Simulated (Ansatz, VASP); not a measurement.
## Two plane-wave programs on CdSe

```
Cd Se
1.0
     0.00000    2.84295    2.84295
     2.84295    0.00000    2.84295
     2.84295    2.84295    0.00000
Cd Se
1 1
Direct
  0.00000 0.00000 0.00000
  0.50000 0.50000 0.50000
```

Alike in both runs: task single point; functional r2SCAN; k mesh 8 × 8 × 8; occupations fermi-dirac, width 0.02 eV; no spin polarisation.

|  | VASP | Ansatz |
| --- | --- | --- |
| version | VASP 6.6.1 | Ansatz 0.2.0 |
| potentials or method | VASP PAW PBE potentials, release 64 (Cd, Se) | plane waves, PAW |
| plane-wave cutoff (eV) | 520 | 500 |
| valence electrons in the cell | 18 | 36 |

```tsv
	VASP	Ansatz	Ansatz less VASP
pressure (GPa)	0.4	0.0	-0.38
```

VASP's potentials were made for PBE, not for r2SCAN. With one functional, cell and mesh, what is left measures potentials, basis and numerics. VASP's potentials hold 18 valence electrons a cell and Ansatz's 36, so a difference there can come from the potentials and not from the codes.
